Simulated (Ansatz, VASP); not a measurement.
One calculation of AlInAsP3, two programs

File INCAR:

```
SYSTEM = AlInAsP3
PREC = Accurate ; ENCUT = 500
EDIFF = 1E-7 ; ISMEAR = 0
SIGMA = 0.1 ; LREAL = .FALSE.
LASPH = .TRUE. ; NELM = 120
ALGO = Normal ; ISIF = 3
LWAVE = .FALSE. ; LCHARG = .FALSE.
GGA = PE ; IBRION = 2
NSW = 90 ; EDIFFG = -0.04
GGA_COMPAT = .FALSE. ; NELMIN = 4
```

Contents of KPOINTS:

```
Automatic mesh
0
G
  6 6 4
  0 0 0
```

The input POSCAR:

```
AlInAsP3
1.0
    4.9960254181      0.0000000000      0.0000000000
   -2.4980127090      4.3266849300      0.0000000000
    0.0000000000      0.0000000000      5.2748836686
Al In P As
1 1 3 1
Direct
    0.3333333333      0.6666666667      0.0000000000
    0.0000000000      0.0000000000      0.0000000000
    0.6380025951      0.8190012975      0.5000000000
    0.1809987025      0.8190012975      0.5000000000
    0.1809987025      0.3619974049      0.5000000000
    0.6666666667      0.3333333333      0.0000000000
```

Input for Ansatz:

```yaml
crystal:
  lattice:
    - [4.9960254181, 0.0, 0.0]
    - [-2.498012709, 4.32668493, 0.0]
    - [0.0, 0.0, 5.2748836686]
  atoms:
    - { symbol: Al, position: [0.3333333333, 0.6666666667, 0.0] }
    - { symbol: In, position: [0.0, 0.0, 0.0] }
    - { symbol: P, position: [0.6380025951, 0.8190012975, 0.5] }
    - { symbol: P, position: [0.1809987025, 0.8190012975, 0.5] }
    - { symbol: P, position: [0.1809987025, 0.3619974049, 0.5] }
    - { symbol: As, position: [0.6666666667, 0.3333333333, 0.0] }
basis:
  ecutwfc: 420
kpoints:
  mp_grid: { grid: [6, 6, 4] }
hamiltonian:
  xc: pbe
scf:
  occupations: { method: gaussian, width: 0.1 }
  lower_state_search: "off"
output:
  forces: true
  stress: true
  eigenvalues: true
relax:
  adjacent_minimum: "off"
  f_tol: 0.04
  max_steps: 70
  cell: { stress_tol: 0.4 }
```

Change from the starting cell: species swapped into the LaAlCuNi3 type (P-6m2, No. 187).

Alike in both runs: task relaxation of cell and atoms; functional PBE; k mesh 6 × 6 × 4; occupations gaussian, width 0.1 eV; no spin polarisation.

```csv
,VASP,Ansatz
version,VASP 6.6.1,Ansatz 0.2.0
potentials or method,"VASP PAW PBE potentials, release 64 (Al, In_d, P, As), cutoff 500 eV","scalar-relativistic, plane waves, PAW"
valence electrons in the cell,36,46
```

VASP gave:

```
gap on the k mesh at the Fermi level, each at its own relaxed structure (eV) : none
relaxed volume (Å³/atom)                                                     : 20.40
relaxed cell length with the largest relative difference (Å)                 : 5.206
```

Question: Estimate Ansatz's values.

Answer: gap on the k mesh at the Fermi level, each at its own relaxed structure (eV): none; relaxed volume (Å³/atom): 20.25; relaxed cell length with the largest relative difference (Å): 5.174.

A gap of «none» marks a metal or a gap that the smearing closes. VASP's potentials hold 36 valence electrons a cell and Ansatz's 46, so a difference there can come from the potentials and not from the codes.
